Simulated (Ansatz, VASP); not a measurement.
Two plane-wave programs on KTaO3

```
CELL_PARAMETERS angstrom
3.38755 0.00000 0.00000
0.00000 3.98536 0.00000
0.00000 0.00000 3.76616
ATOMIC_POSITIONS crystal
K 0.50000 0.50000 0.50000
Ta 0.00000 0.00000 0.00000
O 0.50000 0.00000 0.00000
O 0.00000 0.50000 0.00000
O 0.00000 0.00000 0.50000
```

Change from the starting cell: normal strain along x -0.1500, normal strain along z -0.0550.

Alike in both runs: task single point; functional PBEsol; k mesh 8 × 8 × 8; occupations gaussian, width 0.05 eV; no spin polarisation.

|  | VASP | Ansatz |
| --- | --- | --- |
| version | VASP 6.6.1 | Ansatz 0.2.0 |
| potentials or method | VASP PAW PBE potentials, release 64 (K_sv, Ta_pv, O), cutoff 520 eV | scalar-relativistic, plane waves, PAW |
| valence electrons in the cell | 38 | 40 |

Ansatz gave:

| Item | Value |
| --- | --- |
| gap on the k mesh at the Fermi level (eV) | 1.72 |
| least direct gap on the mesh (eV) | 1.72 |
| pressure (GPa) | 86.0 |
| traceless stress, the component that is largest in VASP (GPa) | 87.92 |

Q: Estimate VASP's values.

A: gap on the k mesh at the Fermi level (eV): 1.65; least direct gap on the mesh (eV): 1.65; pressure (GPa): 88.5; traceless stress, the component that is largest in VASP (GPa): 89.16.

VASP's potentials were made for PBE, not for PBEsol. Both programs put the cell under a high pressure, so it lies far from rest at this level. VASP's potentials hold 38 valence electrons a cell and Ansatz's 40, so a difference there can come from the potentials and not from the codes.

Neither program's run includes spin-orbit coupling. Noted on VASP's run: the cell as given lies far from equilibrium.
